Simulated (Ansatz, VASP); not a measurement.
**ZnO in VASP and in Ansatz**

```xyz
2
Lattice="0.0000 1.8952 2.8428 1.8952 0.0000 2.8428 1.8952 1.8952 0.0000" Properties=species:S:1:pos:R:3 pbc="T T T"
Zn    0.0000    0.0000    0.0000
O     1.8952    1.8952    2.8428
```

Alike in both runs: task single point; functional LDA; k mesh 12 × 12 × 12; occupations gaussian, width 0.05 eV; no spin polarisation.

|  | VASP | Ansatz |
| --- | --- | --- |
| version | VASP 6.6.1 | Ansatz 0.2.0 |
| potentials or method | VASP PAW LDA potentials, release 64 (Zn, O), cutoff 520 eV | scalar-relativistic, plane waves, PAW |
| valence electrons in the cell | 18 | 18 |

|  | VASP | Ansatz | Ansatz less VASP |
| --- | --- | --- | --- |
| gap on the k mesh at the Fermi level (eV) | 0.21 | 0.21 | +0.003 |
| least direct gap on the mesh (eV) | 3.28 | 3.30 | +0.019 |
| pressure (GPa) | 27.2 | 24.8 | -2.42 |
| traceless stress, the component that is largest in VASP (GPa) | -33.27 | -30.89 | +2.376 |

LDA's correlation is that of Perdew and Zunger in VASP and of Perdew and Wang (1992) in Ansatz.
